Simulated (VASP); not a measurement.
Write the native input for VASP 6.6.1 that does the following.

| Item | Value |
| --- | --- |
| Task | single point |
| Functional | PBE |
| Potentials or basis | VASP PAW PBE potentials, release 64 (Al, Si) |
| Cutoff | 520 eV |
| k mesh | 4 × 4 × 2 |
| Occupations | gaussian, width 0.1 eV |
| Spin | no spin polarisation |
| Dipole correction | no |
| Further INCAR settings | ALGO = Normal; EDIFF = 1e-06; NBANDS = 35 |

The structure of AlSi5 lies in POSCAR:

```
AlSi5
1.0
    4.7881534522      0.0062534924      0.0223321841
   -0.0070481563      4.9773244862      0.1583966953
   -0.0361559117     -0.2559042922      7.9676937102
Al Si
2 10
Direct
   -0.0000732966      0.4999195115      0.0575987265
    0.4999403538      0.5000676242      0.6089264027
    0.9999242982      0.4999818996      0.7212247453
    0.4999856905      0.5000818526      0.2694842765
    0.4999870354      0.4998875631      0.9453346635
   -0.0000101034      0.5000447966      0.3970531239
    0.5000455735     -0.0001182599      0.8808597186
    0.9999921911      1.0001117699      0.4506597268
    1.0000786127      0.9999635562      0.7859236507
    0.0000617279      0.9999487441      0.1230470985
    0.5000047287      0.0000227296      0.5437687715
    0.5000631881      0.0000882127      0.2161190957
```

One way to write it, as run:

INCAR

```
SYSTEM = AlSi5
PREC     = Accurate       ! precision mode
ENCUT    = 520            ! plane-wave cutoff, eV
EDIFF    = 1E-6           ! SCF threshold, eV
ISMEAR   = 0              ! smearing method
SIGMA    = 0.1            ! smearing width, eV
LREAL    = .FALSE.        ! projectors in reciprocal space
LASPH    = .TRUE.         ! aspherical terms in the spheres
NELM     = 60             ! most SCF steps
ALGO     = Normal         ! electronic algorithm
ISIF     = 2              ! what is computed and relaxed
LWAVE    = .FALSE.        ! write WAVECAR
LCHARG   = .FALSE.        ! write CHGCAR
GGA      = PE             ! functional
NBANDS   = 35             ! bands
```

KPOINTS

```
regular mesh
0
G
  4 4 2
  0 0 0
```

Potentials or basis: VASP PAW PBE potentials, release 64 (Al, Si).

Command:

```bash
$ cat potpaw_PBE.64/Al/POTCAR potpaw_PBE.64/Si/POTCAR > POTCAR
$ mpirun -np 1 vasp_std > vasp.out
```

Results of the run:

| Quantity | Value |
| --- | --- |
| Pressure | 0.0 GPa |
| Largest force | 0.026 eV/Å |
| Band gap on the k mesh | zero (band 23 reaches 9.69 eV, above the bottom of band 24 at 7.47 eV) |

Caveat: the k points lie up to 0.39 Å⁻¹ apart.

It took 2.3 min on 1 thread of AMD EPYC 7R43 64-Core Processor (Zen 3) (shared host), peak memory 0.27 GiB.
